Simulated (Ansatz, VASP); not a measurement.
Two plane-wave programs on H

```
CELL_PARAMETERS angstrom
9.00000 0.00000 0.00000
0.00000 9.50000 0.00000
0.00000 0.00000 10.00000
ATOMIC_POSITIONS crystal
H 0.50000 0.50000 0.46211
H 0.50000 0.50000 0.53789
```

Alike in both runs: functional PBEsol; k mesh 1 × 1 × 1; occupations gaussian, width 0.02 eV; no spin polarisation.

Ansatz relaxed the structure, and its values are those at the end. VASP's run is a single point on that final structure, the one shown.

|  | VASP | Ansatz |
| --- | --- | --- |
| version | VASP 6.6.1 | Ansatz 0.2.0 |
| potentials or method | VASP PAW PBE potentials, release 64 (H), cutoff 520 eV | plane waves, PAW |
| valence electrons in the cell | 2 | 2 |

|  | VASP | Ansatz | Ansatz less VASP |
| --- | --- | --- | --- |
| gap on the k mesh at the Fermi level (eV) | 9.94 | 9.93 | -0.005 |
| rms of the force components (eV/Å) | 0.011 | 0.009 | -0.0024 |

VASP's potentials were made for PBE, not for PBEsol. Ansatz's warnings: end state compared.
